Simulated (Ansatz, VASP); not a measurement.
WS2 in VASP and in Ansatz

The input INCAR:

```
ALGO = Normal
EDIFF = 1E-6
ENCUT = 520
GGA = PE
ISIF = 2
ISMEAR = 0
LASPH = True
LCHARG = False
LREAL = False
LWAVE = False
NBANDS = 20
NELM = 80
PREC = Accurate
SIGMA = 0.020999999999999998
```

KPOINTS

```
k-points
0
Gamma
  10 10 2
```

The input POSCAR:

```
WS2
1.0
    3.1835163552      0.0000000000      0.0000000000
   -1.5917581776      2.7570060369      0.0000000000
    0.0000000000      0.0000000000     16.9505778900
W S
1 2
Direct
    0.0000000000      0.0000000000      0.0000000000
    0.3333333333      0.6666666667      0.0920005100
    0.3333333333      0.6666666667      0.9079994900
```

File input.yaml:

```yaml
crystal:
  lattice:
    - [3.1835163552, 0.0, 0.0]
    - [-1.5917581776, 2.7570060369, 0.0]
    - [0.0, 0.0, 16.95057789]
  atoms:
    - { symbol: W, position: [0.0, 0.0, 0.0] }
    - { symbol: S, position: [0.3333333333, 0.6666666667, 0.09200051] }
    - { symbol: S, position: [0.3333333333, 0.6666666667, 0.90799949] }
hamiltonian:
  xc: pbe
  pseudopotentials: { kind: paw }
kpoints:
  mp_grid: { grid: [10, 10, 2] }
scf:
  occupations: { method: gaussian, width: 0.021 }
output:
  forces: true
  stress: true
  eigenvalues: true
  write_density: true
  write_potential: true
  elf: true
  volumetric_format: npy
```

Alike in both runs: task single point; functional PBE; k mesh 10 × 10 × 2; occupations gaussian, width 0.021 eV; no spin polarisation.

|  | VASP | Ansatz |
| --- | --- | --- |
| version | VASP 6.6.1 | Ansatz 0.2.0 |
| potentials or method | VASP PAW PBE potentials, release 64 (W_sv, S) | Ansatz PAW |
| plane-wave cutoff (eV) | 520 | 420 |
| valence electrons in the cell | 26 | 26 |

|  | VASP | Ansatz | Ansatz less VASP |
| --- | --- | --- | --- |
| gap on the k mesh at the Fermi level (eV) | 2.00 | 1.99 | -0.013 |
| least direct gap on the mesh (eV) | 2.16 | 2.15 | -0.003 |
| rms of the force components (eV/Å) | 0.124 | 0.122 | -0.0018 |

Atom by atom the forces differ by 0.002 eV/Å (rms over components). With one functional, cell and mesh, what is left measures potentials, basis and numerics.

Spin-orbit coupling is off throughout.
